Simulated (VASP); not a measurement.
## Cu: single point with PBE

The system is Cu.

```xyz
1
Lattice="2.4387 0.0000 0.0000 0.0000 2.4387 0.0000 0.0000 0.0000 2.4387" Properties=species:S:1:pos:R:3 pbc="T T T"
Cu    0.0000    0.0000    0.0000
```

```
Program                : VASP 6.6.1
Task                   : single point
Functional             : PBE
Potentials or basis    : VASP PAW PBE potentials, release 64 (Cu)
Cutoff                 : 520 eV
k mesh                 : 23 × 23 × 23
Occupations            : fermi-dirac, width 0.0612256 eV
Spin                   : no spin polarisation
Dipole correction      : no
Further INCAR settings : ALGO = Normal; EDIFF = 1e-06; NBANDS = 12
```

```yaml
Pressure: -3.4 GPa
```

Levels at points of the mesh, in eV from the Fermi level:
| k point | band 3 | band 4 | band 5 | band 6 | band 7 | band 8 | band 9 | band 10 |
| --- | --- | --- | --- | --- | --- | --- | --- | --- |
| (0.00, 0.00, 0.00) | -3.60 | -1.27 | -1.27 | -1.27 | 17.12 | 17.12 | 17.12 | 20.47 |

Run time: 23 s on 1 thread of AMD EPYC 9R45 96-Core Processor (Zen 5), on a shared host, peak memory 0.13 GiB.
